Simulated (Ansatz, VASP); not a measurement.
**Ge4Se3 in VASP and in Ansatz**

```xyz
7
Lattice="5.5641 0.0000 0.0000 0.0000 5.5641 0.0000 0.0000 0.0000 5.5641" Properties=species:S:1:pos:R:3 pbc="T T T"
Ge    4.0100    4.0100    4.0100
Ge    1.5541    1.5541    4.0100
Ge    1.5541    4.0100    1.5541
Ge    4.0100    1.5541    1.5541
Se    0.0000    0.0000    2.7820
Se    2.7820    0.0000    0.0000
Se    0.0000    2.7820    0.0000
```

Change from the starting cell: species swapped into the Ge3As4 type (P-43m, No. 215).

Alike in both runs: task single point; functional PBE; k mesh 4 × 4 × 4; occupations gaussian, width 0.1 eV; no spin polarisation.

|  | VASP | Ansatz |
| --- | --- | --- |
| version | VASP 6.6.1 | Ansatz 0.2.0 |
| potentials or method | VASP PAW PBE potentials, release 64 (Ge_d, Se), cutoff 520 eV | scalar-relativistic, plane waves, PAW |
| valence electrons in the cell | 74 | 104 |

```tsv
	VASP	Ansatz	Ansatz less VASP
gap on the k mesh at the Fermi level (eV)	none	none	-
pressure (GPa)	7.6	7.5	-0.09
rms of the force components (eV/Å)	0.829	0.823	-0.0054
```

Atom by atom the forces differ by 0.005 eV/Å (rms over components). A gap of «none» marks a metal or a gap that the smearing closes. VASP's potentials hold 74 valence electrons a cell and Ansatz's 104, so a difference there can come from the potentials and not from the codes.
